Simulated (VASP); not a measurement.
A run of VASP 6.6.1:

INCAR

```
SYSTEM = Ir3Rh
PREC     = Accurate       ! precision mode
ENCUT    = 620            ! plane-wave cutoff, eV
EDIFF    = 1E-6           ! SCF threshold, eV
ISMEAR   = -1             ! smearing method
SIGMA    = 0.05           ! smearing width, eV
LREAL    = .False.        ! projectors in reciprocal space
LASPH    = .True.         ! aspherical terms in the spheres
NELM     = 120            ! most SCF steps
ALGO     = Normal         ! electronic algorithm
ISIF     = 2              ! what is computed and relaxed
LWAVE    = .False.        ! write WAVECAR
LCHARG   = .False.        ! write CHGCAR
GGA      = CA             ! functional
NBANDS   = 42             ! bands
GGA_COMPAT= .False.
```

The input KPOINTS:

```
regular mesh
0
Gamma
  6 6 6
  0 0 0
```

The input POSCAR:

```
Ir3Rh
1.0
    3.7953048524      0.0000000000      0.0000000000
    0.0000000000      3.7953048524      0.0000000000
    0.0000000000      0.0000000000      3.7953048524
Ir Rh
3 1
Direct
    0.5000000000      0.0000000000      0.5000000000
    0.0000000000      0.5000000000      0.5000000000
    0.5000000000      0.5000000000      0.0000000000
    0.0000000000      0.0000000000      0.0000000000
```

Potentials or basis: VASP PAW LDA potentials, release 64 (Ir_sv_GW, Rh_sv_GW).

Launch:

```bash
$ cat potpaw_LDA.64/Ir_sv_GW/POTCAR potpaw_LDA.64/Rh_sv_GW/POTCAR > POTCAR
$ mpirun -np 1 vasp_std > vasp.out
```

Hardware: 1 thread of Intel(R) Xeon(R) Platinum 8488C (Sapphire Rapids) (shared host).

Question: How long does it take, and how much memory?

Answer: Wall time 71 s on 1 thread of Intel(R) Xeon(R) Platinum 8488C (Sapphire Rapids), with other jobs on the host, peak memory 0.2 GiB. Counts: scf iterations 15, k points 20.
